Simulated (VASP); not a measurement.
# PbS (rocksalt type) (Fm-3m) in VASP: a series of runs

PbS (rocksalt type) is run at these levels: PBE; tasks: relaxation of cell and atoms.

Everything below comes from runs of VASP 6.6.1. Logs are shortened: lines on timing, memory, paths and dates and some standing lists are left out, and cuts for length are marked.

### 1 The cell of the first run

The structure is cubic, space group Fm-3m (No. 225). Conventional cell: a = 6.008 Å, b = 6.008 Å, c = 6.008 Å, α = 90.00°, β = 90.00°, γ = 90.00°. Pb (site symmetry m-3m) has 6 S at 3.00 Å within 4.0 Å. S (site symmetry m-3m) has 6 Pb at 3.00 Å within 4.0 Å.

### 2 Relaxation of cell and atoms, PBE, target pressure 0.011 GPa, at which the enthalpy is minimised

INCAR reads:

```
  PREC = Accurate
  ENCUT = 600
  EDIFF = 1E-7
  ISMEAR = -1
  SIGMA = 0.1
  LREAL = False
  LASPH = True
  NELM = 80
  ALGO = Normal
  ISIF = 3
  LWAVE = False
  LCHARG = False
  GGA = PE
  IBRION = 2
  NSW = 60
  EDIFFG = -0.005
  PSTRESS = 0.10999999999999999
```

KPOINTS reads:

```
Automatic mesh
0
Gamma
  12 12 12
```

POSCAR reads:

```
PbS
1.0
    0.0000000000      3.0042003954      3.0042003954
    3.0042003954      0.0000000000      3.0042003954
    3.0042003954      3.0042003954      0.0000000000
Pb S
1 1
Direct
    0.0000000000      0.0000000000      0.0000000000
    0.5000000000      0.5000000000      0.5000000000
```

Potentials or basis: VASP PAW PBE potentials, release 64 (Pb_d, S).

On the command line:

```
$ cat potpaw_PBE.64/Pb_d/POTCAR potpaw_PBE.64/S/POTCAR > POTCAR
$ mpirun -np 1 vasp_std > vasp.out
```

OUTCAR:

```text
PREC = Accurate
   ENCUT = 600
   EDIFF = 1E-7
   ISMEAR = -1
   LREAL = False
   LASPH = True
   NELM = 80
   ISIF = 3
   GGA = PE
   IBRION = 2
   NSW = 60
   EDIFFG = -0.005
   PSTRESS = 0.10999999999999999

 ion  position               nearest neighbor table
   1  0.000  0.000  0.000-   2 3.00   2 3.00   2 3.00   2 3.00   2 3.00   2 3.00
   2  0.500  0.500  0.500-   1 3.00   1 3.00   1 3.00   1 3.00   1 3.00   1 3.00

  LATTYP: Found a face centered cubic cell.
 ALAT       =     6.0084007908

  Lattice vectors:

 A1 = (   0.0000000000,   3.0042003954,   3.0042003954)
 A2 = (   3.0042003954,   0.0000000000,   3.0042003954)
 A3 = (   3.0042003954,   3.0042003954,   0.0000000000)

Analysis of symmetry for initial positions (statically):
=====================================================================
 Subroutine PRICEL returns:
 Original cell was already a primitive cell.

 Routine SETGRP: Setting up the symmetry group for a
 face centered cubic supercell.

 Subroutine GETGRP returns: Found 48 space group operations
 (whereof 48 operations were pure point group operations)
 out of a pool of 48 trial point group operations.

The static configuration has the point symmetry O_h .

Analysis of symmetry for dynamics (positions and initial velocities):
=====================================================================
 Subroutine PRICEL returns:
 Original cell was already a primitive cell.

 Routine SETGRP: Setting up the symmetry group for a
 face centered cubic supercell.

 Subroutine GETGRP returns: Found 48 space group operations
 (whereof 48 operations were pure point group operations)
 out of a pool of 48 trial point group operations.

The dynamic configuration has the point symmetry O_h .

 Subroutine INISYM returns: Found 48 space group operations
 (whereof 48 operations are pure point group operations),
 and found     1 'primitive' translations

----------------------------------------------------------------------------------------

                                     Primitive cell

  volume of cell :      54.2271

  direct lattice vectors                    reciprocal lattice vectors
     0.000000000  3.004200395  3.004200395    -0.166433638  0.166433638  0.166433638
     3.004200395  0.000000000  3.004200395     0.166433638 -0.166433638  0.166433638
     3.004200395  3.004200395  0.000000000     0.166433638  0.166433638 -0.166433638

  length of vectors
     4.248580943  4.248580943  4.248580943     0.288271516  0.288271516  0.288271516

  position of ions in fractional coordinates (direct lattice)
     0.000000000  0.000000000  0.000000000
     0.500000000  0.500000000  0.500000000

  ion indices of the primitive-cell ions
   primitive index   ion index
                 1           1
                 2           2

----------------------------------------------------------------------------------------

 KPOINTS: Automatic mesh

Automatic generation of k-mesh.
 Grid dimensions read from file:
 generate k-points for:   12   12   12

 Generating k-lattice:

  Cartesian coordinates                     Fractional coordinates (reciprocal lattice)
    -0.013869470  0.013869470  0.013869470     0.083333333  0.000000000  0.000000000
     0.013869470 -0.013869470  0.013869470     0.000000000  0.083333333  0.000000000
     0.013869470  0.013869470 -0.013869470     0.000000000  0.000000000  0.083333333

  Length of vectors
     0.024022626  0.024022626  0.024022626

  Shift w.r.t. Gamma in fractional coordinates (k-lattice)
     0.000000000  0.000000000  0.000000000

 Subroutine IBZKPT returns following result:
 ===========================================

 Found     72 irreducible k-points:

 Following reciprocal coordinates:
            Coordinates               Weight
  0.000000  0.000000  0.000000      1.000000
  0.083333  0.000000  0.000000      8.000000
  0.166667  0.000000  0.000000      8.000000
  0.250000  0.000000  0.000000      8.000000
  0.333333  0.000000  0.000000      8.000000
  0.416667  0.000000  0.000000      8.000000
[... 16 lines left out ...]
  0.500000  0.166667  0.000000     24.000000
 -0.416667  0.166667  0.000000     24.000000
 [... further k-points ...]
   k-points           NKPTS =     72   k-points in BZ     NKDIM =     72   number of bands    NBANDS=     14
   number of dos      NEDOS =    301   number of ions     NIONS =      2
   total plane-waves  NPLWV =  46656
   dimension x,y,z NGX =    36 NGY =   36 NGZ =   36
   dimension x,y,z NGXF=    72 NGYF=   72 NGZF=   72
   ions per type =               1   1
   NGX,Y,Z   is equivalent  to a cutoff of  14.09, 14.09, 14.09 a.u.
   NGXF,Y,Z  is equivalent  to a cutoff of  28.17, 28.17, 28.17 a.u.
 SYSTEM =  unknown system
   PREC   = accura    normal or accurate (medium, high low for compatibility)
   ISTART =      0    job   : 0-new  1-cont  2-samecut
   ICHARG =      2    charge: 1-file 2-atom 10-const
   ISPIN  =      1    spin polarized calculation?
   LNONCOLLINEAR =      F non collinear calculations
   LSORBIT =      F    spin-orbit coupling
   LASPH  =      T    aspherical Exc in radial PAW
   ENCUT  =  600.0 eV  44.10 Ry    6.64 a.u.   8.49  8.49  8.49*2*pi/ulx,y,z
   NELM   =     80;   NELMIN=  2; NELMDL= -5     # of ELM steps
   EDIFF  = 0.1E-06   stopping-criterion for ELM
   LREAL  =      F    real-space projection
   EDIFFG = -.5E-02   stopping-criterion for IOM
   NSW    =     60    number of steps for IOM
   IBRION =      2    ionic relax: 0-MD 1-quasi-New 2-CG
   NFREE  =      1    steps in history (QN), initial steepest desc. (CG)
   ISIF   =      3    stress and relaxation
   ISYM   =      2    0-nonsym 1-usesym 2-fastsym
   POTIM  = 0.5000    time-step for ionic-motion
   TEBEG  =    0.0;   TEEND  =   0.0 temperature during run
   PSTRESS=    0.1 pullay stress
   NELECT =      20.0000    total number of electrons
   NUPDOWN=      -1.0000    fix difference up-down
   EMIN   =  10.00;   EMAX   =-10.00  energy-range for DOS
   EFERMI =   0.00;   METHOD = LEGACY
   ISMEAR =    -1;   SIGMA  =   0.10  broadening in eV -4-tet -1-fermi 0-gaus
   EFERMI_NEDOS =   21; number of points for ismear=-14 and -15
   IALGO  =     38    algorithm
   IMIX   =      4    mixing-type and parameters
     AMIX     =   0.40;   BMIX     =  1.00
     AMIX_MAG =   1.60;   BMIX_MAG =  1.00
  volume/ion in A,a.u.               =      27.11       182.97
  Fermi-wavevector in a.u.,A,eV,Ry     =   1.174030  2.218595 18.753548  1.378347
  Thomas-Fermi vector in A             =   2.310434
   LORBIT       =      0    0 simple, 1 ext, 2 COOP (PROOUT), +10 PAW based schemes
   GGA     = PE    functional components
   LHFCALC =     F    Hartree Fock is set to
   AEXX    =    0.0000 exact exchange contribution
   IVDW    =     0    specifies the selected vdW correction
   LEPSILON=     F    determine dielectric tensor
   LRPA    =     F    only Hartree local field effects (RPA)
 conjugate gradient relaxation of ions
 non-spin polarized calculation
  energy-cutoff  :      600.00
  volume of cell :       54.23
 maximum number of plane-waves:      1837
 NGX is ok and might be reduce to    36
   NGX = 17   NGY = 17   NGZ = 17

 number of electron      19.9999998 magnetization

 Free energy of the ion-electron system (eV)
  ---------------------------------------------------
  ext. energy  EPLUGINS =         0.00000000
  ---------------------------------------------------
  free energy    TOTEN  =        -8.76973950 eV

  energy without entropy =       -8.76924215  energy(sigma->0) =       -8.76949083

 E-fermi :   5.5444     XC(G=0):  -9.5017

 val. band max:        5.2844207882   @ k =   0.5000   0.0000   0.0000
 cond. band min:       5.7828403963   @ k =   0.5000   0.0000   0.0000
 fundamental gap:      0.4984196081
 Fermi energy:         5.5443991300

 k-point     1 :       0.0000    0.0000    0.0000
  band No.  band energies     occupation
      1     -11.4440      2.00000
      2     -11.4440      2.00000
      3     -11.4440      2.00000
      4     -11.4266      2.00000
      5     -11.4266      2.00000
      6      -7.9327      2.00000
      7      -0.7827      2.00000
      8       3.3396      2.00000
      9       3.3396      2.00000
     10       3.3396      2.00000
     11      10.4205      0.00000
     12      10.4205      0.00000
     13      10.4205      0.00000
     14      12.1502      0.00000

 k-point     2 :       0.0833    0.0000    0.0000
  band No.  band energies     occupation
      1     -11.4437      2.00000
      2     -11.4424      2.00000
      3     -11.4424      2.00000
      4     -11.4273      2.00000
      5     -11.4273      2.00000
      6      -7.8767      2.00000
      7      -0.9669      2.00000
      8       3.3568      2.00000
      9       3.3568      2.00000
     10       3.4765      2.00000
     11       9.8041      0.00000
     12      10.0563      0.00000
     13      10.0563      0.00000
     14      12.1169      0.00000

 k-point     3 :       0.1667    0.0000    0.0000
  band No.  band energies     occupation
      1     -11.4428      2.00000
      2     -11.4408      2.00000
      3     -11.4408      2.00000
      4     -11.4264      2.00000
      5     -11.4264      2.00000
      6      -7.7137      2.00000
      7      -1.4387      2.00000
      8       3.4078      2.00000
      9       3.4078      2.00000
     10       3.8114      2.00000
     11       8.7199      0.00000
     12       9.3179      0.00000
     13       9.3179      0.00000
     14      12.0621      0.00000

 k-point     4 :       0.2500    0.0000    0.0000
  band No.  band energies     occupation
      1     -11.4445      2.00000
      2     -11.4445      2.00000
      3     -11.4418      2.00000
      4     -11.4193      2.00000
      5     -11.4193      2.00000
      6      -7.4624      2.00000
      7      -2.0464      2.00000
      8       3.4881      2.00000
      9       3.4881      2.00000
     10       4.2167      2.00000
     11       7.6912      0.00000
     12       8.5612      0.00000
     13       8.5612      0.00000
     14      12.2359      0.00000

 k-point     5 :       0.3333    0.0000    0.0000
  band No.  band energies     occupation
      1     -11.4500      2.00000
      2     -11.4500      2.00000
      3     -11.4410      2.00000
      4     -11.4104      2.00000
      5     -11.4104      2.00000
      6      -7.1636      2.00000
      7      -2.6532      2.00000
      8       3.5841      2.00000
      9       3.5841      2.00000
     10       4.6212      1.99980
     11       6.8282      0.00001
[... 276 lines left out ...]
 k-point    22 :       0.4167    0.1667    0.0000
  band No.  band energies     occupation
      1     -11.4739      2.00000
      2     -11.4426      2.00000
      3     -11.4376      2.00000
      4     -11.4157      2.00000
      5     -11.4010      2.00000
      6      -6.9085      2.00000
      7      -2.6877      2.00000
      8       2.8280      2.00000
      9       2.9892      2.00000
     10       3.8405      2.00000
     11       7.3742      0.00000
     12       8.7700      0.00000
     13       8.7961      0.00000
     14      11.8494      0.00000

 k-point    23 :       0.5000    0.1667    0.0000
  band No.  band energies     occupation
      1     -11.4754      2.00000
      2     -11.4423      2.00000
      3     -11.4372      2.00000
      4     -11.4134      2.00000
      5     -11.3995      2.00000
      6      -6.7034      2.00000
      7      -3.0165      2.00000
      8       2.5761      2.00000
      9       3.1623      2.00000
     10       3.9837      2.00000
     11       7.1519      0.00000
     12       8.2822      0.00000
     13       8.7870      0.00000
     14      12.6646      0.00000

 k-point    24 :      -0.4167    0.1667    0.0000
  band No.  band energies     occupation
      1     -11.4718      2.00000
      2     -11.4452      2.00000
      3     -11.4341      2.00000
      4     -11.4121      2.00000
      5     -11.4032      2.00000
      6      -6.6717      2.00000
      7      -3.0892      2.00000
      8       2.3582      2.00000
      9       3.3915      2.00000
     10       4.2987      1.99999
     11       6.8362      0.00000
     12       7.8911      0.00000
     13       8.9804      0.00000
     14      13.5404      0.00000

 [... further k-points ...]
[... 5 lines left out ...]
  --------------------------------------------------------------------------------------
  -------------------------------------------------------------------------------------
  Total       -0.0013642     -0.0013642     -0.0013642      0.0000000     -0.0000000      0.0000000
  in kB       -0.0403073     -0.0403073     -0.0403073      0.0000000     -0.0000000      0.0000000
  external PRESSURE =      -0.1503073 kB  Pullay stress =       0.1100000 kB

 VOLUME and BASIS-vectors are now :
 -----------------------------------------------------------------------------
  energy-cutoff  :      600.00
  volume of cell :       54.23
      direct lattice vectors                 reciprocal lattice vectors
     0.000000000  3.004200395  3.004200395    -0.166433638  0.166433638  0.166433638
     3.004200395  0.000000000  3.004200395     0.166433638 -0.166433638  0.166433638
     3.004200395  3.004200395  0.000000000     0.166433638  0.166433638 -0.166433638

 POSITION                                       TOTAL-FORCE (eV/Angst)
 -----------------------------------------------------------------------------------
      0.00000      0.00000      0.00000         0.000000      0.000000      0.000000
      3.00420      3.00420      3.00420        -0.000000     -0.000000     -0.000000
 -----------------------------------------------------------------------------------
    total drift:                                0.000000      0.000000      0.000000

  FREE ENERGIE OF THE ION-ELECTRON SYSTEM (eV)
  ---------------------------------------------------
  free  energy   TOTEN  =        -8.7697395043 eV

  energy  without entropy=       -8.7692421466  energy(sigma->0) =       -8.76949083

  enthalpy is  TOTEN    =        -8.7660164549 eV   P V=        0.0037230494

 reached required accuracy - stopping structural energy minimisation
```

Wall time 50 s (1 thread of Intel Xeon Platinum 8488C (Sapphire Rapids), shared host); peak memory 0.24 GiB.

What came out:

| Property | Result |
| --- | --- |
| Free energy | -8.7697 eV |
| Pressure after relaxing | 0.0 GPa |
| Band gap on the k mesh | 0.50 eV |

Final structure:
```cif
data_structure
_symmetry_space_group_name_H-M 'P 1'
_symmetry_Int_Tables_number 1
_cell_length_a 4.2486
_cell_length_b 4.2486
_cell_length_c 4.2486
_cell_angle_alpha 60.000
_cell_angle_beta 60.000
_cell_angle_gamma 60.000
_cell_volume 54.23
loop_
_atom_site_label
_atom_site_type_symbol
_atom_site_fract_x
_atom_site_fract_y
_atom_site_fract_z
_atom_site_occupancy
Pb1 Pb 0.00000 0.00000 0.00000 1
S1 S 0.50000 0.50000 0.50000 1
```

Levels at points of the mesh, in eV from the valence-band top:
| k point | band 7 | band 8 | band 9 | band 10 | band 11 | band 12 | band 13 | band 14 |
| --- | --- | --- | --- | --- | --- | --- | --- | --- |
| (0.00, 0.00, 0.00) | -6.07 | -1.94 | -1.94 | -1.94 | 5.14 | 5.14 | 5.14 | 6.87 |
| (0.50, 0.00, 0.00) | -8.59 | -1.58 | -1.58 | 0.00 | 0.50 | 2.08 | 2.08 | 8.65 |
| (0.50, 0.50, 0.00) | -7.11 | -4.83 | -3.15 | -3.15 | 4.07 | 5.48 | 5.58 | 5.58 |

Caveat: the relaxation stopped at its first step, so nothing moved; the cell is relaxed towards a set pressure, so the run minimises the enthalpy, not the energy; spin-orbit coupling is left out, which moves the levels of the heavy elements. A k mesh can miss the band edges.

### 3 Relaxation of cell and atoms, PBE, target pressure 0.011 GPa, at which the enthalpy is minimised

INCAR reads:

```
SYSTEM = PbS
ALGO     = Normal         ! electronic algorithm
EDIFF    = 1E-6           ! SCF threshold, eV
EDIFFG   = -0.005         ! ionic threshold
ENCUT    = 600            ! plane-wave cutoff, eV
GGA      = PE             ! functional
IBRION   = 2              ! ionic algorithm
ISIF     = 3              ! what is computed and relaxed
ISMEAR   = -1             ! smearing method
LASPH    = .TRUE.         ! aspherical terms in the spheres
LCHARG   = .FALSE.        ! write CHGCAR
LREAL    = .FALSE.        ! projectors in reciprocal space
LWAVE    = .FALSE.        ! write WAVECAR
NELM     = 80             ! most SCF steps
NSW      = 32             ! ionic steps
PREC     = Accurate       ! precision mode
PSTRESS  = 0.10999999999999999
SIGMA    = 0.1            ! smearing width, eV
```

KPOINTS reads:

```
k-points
0
G
  12 12 12
  0 0 0
```

POSCAR is that of step 2.

Potentials or basis: VASP PAW PBE potentials, release 64 (Pb_d, S).

On the command line:

```
$ cat potpaw_PBE.64/Pb_d/POTCAR potpaw_PBE.64/S/POTCAR > POTCAR
$ mpirun -np 1 vasp_std > vasp.out
```

It took 60 s on 1 thread of Intel Xeon Platinum 8488C (Sapphire Rapids), shared host; peak memory 0.24 GiB.

Results (log left out):

| Quantity | Value |
| --- | --- |
| Free energy | -8.7697 eV |
| Pressure after relaxing | 0.0 GPa |
| Band gap on the k mesh | 0.50 eV |

Final structure:
```xyz
2
Lattice="0.0000 3.0042 3.0042 3.0042 0.0000 3.0042 3.0042 3.0042 0.0000" Properties=species:S:1:pos:R:3 pbc="T T T"
Pb    0.0000    0.0000    0.0000
S     3.0042    3.0042    3.0042
```

Levels at points of the mesh, in eV from the valence-band top:
```
           k point  band 8  band 9  band 10  band 11  band 12  band 13
(0.00, 0.00, 0.00)   -1.94   -1.94    -1.94     5.14     5.14     5.14
(0.50, 0.00, 0.00)   -1.58   -1.58     0.00     0.50     2.08     2.08
(0.50, 0.50, 0.00)   -4.83   -3.15    -3.15     4.07     5.48     5.58
```

Caveat: the relaxation stopped at its first step, so nothing moved; the cell is relaxed towards a set pressure, so the run minimises the enthalpy, not the energy; spin-orbit coupling is left out, which moves the levels of the heavy elements. A k mesh can miss the band edges.
